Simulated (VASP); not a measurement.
Lu, 1 atom in the cell. It takes space group Im-3m (No. 229, cubic). Conventional cell: a = 3.739 Å, b = 3.739 Å, c = 3.739 Å, α = 90.00°, β = 90.00°, γ = 90.00°. Lu (site symmetry m-3m) has 14 Lu at 3.24 to 3.74 Å within 4.3 Å. This isn't the form of Lu at room conditions, which is hcp.

| Property | Result |
| --- | --- |
| Program | VASP 6.6.1 |
| Task | single point |
| Functional | PBE |
| Potentials or basis | VASP PAW PBE potentials, release 64 (Lu) |
| Cutoff | 520 eV |
| k mesh | 15 × 15 × 15 |
| Occupations | fermi-dirac, width 0.05 eV |
| Spin | no spin polarisation |
| Dipole correction | no |
| Further INCAR settings | ALGO = Normal; EDIFF = 1e-06; NBANDS = 18 |

Potentials or basis: VASP PAW PBE potentials, release 64 (Lu).

The run is started by

```console
$ cat potpaw_PBE.64/Lu/POTCAR > POTCAR
$ mpirun -np 1 vasp_std > vasp.out
```

Hardware: 1 thread of AMD EPYC 7R13 (shared host).

How long does it take, and how much memory?

Run time: 52 s on 1 thread of AMD EPYC 7R13, on a shared host, peak memory 0.19 GiB. Counts: scf iterations 12, k points 120.
